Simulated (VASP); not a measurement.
The system is C.

```
CELL_PARAMETERS angstrom
2.51571 0.00000 0.00000
-1.25786 2.17867 0.00000
0.00000 0.00000 4.18971
ATOMIC_POSITIONS crystal
C 0.33333 0.66667 0.00017
C 0.66667 0.33333 0.50017
C 0.33333 0.66667 0.37483
C 0.66667 0.33333 0.87483
```

This cell differs from its parent crystal: strain +0.5%.

Program: VASP 6.6.1. Alike in all runs: task single point; no spin polarisation; cell as given; k mesh 12 × 12 × 6.

Question: Order these runs on this cell by their pressure, lowest first.
A. level PBE; potentials or basis VASP PAW PBE potentials, release 64 (C); cutoff (eV) 520; smearing fermi-dirac 0.02 eV
B. level r2SCAN; potentials or basis VASP PAW PBE potentials, release 64 (C); cutoff (eV) 520; smearing gaussian 0.01 eV
C. level r2SCAN; potentials or basis VASP PAW PBE potentials, release 64 (C_h); cutoff (eV) 910; smearing gaussian 0.01 eV; second run hard_potentials

Answer: C (-7.4 GPa), B (-5.5 GPa), A (-1.7 GPa).

Caveats: the PAW data sets were made with another functional, which shifts forces and pressure a little (some runs); the cutoff is under 1.25 times the usual one of these potentials, so pressure, stress and relaxed cells hold a basis-set (Pulay) error (some runs).
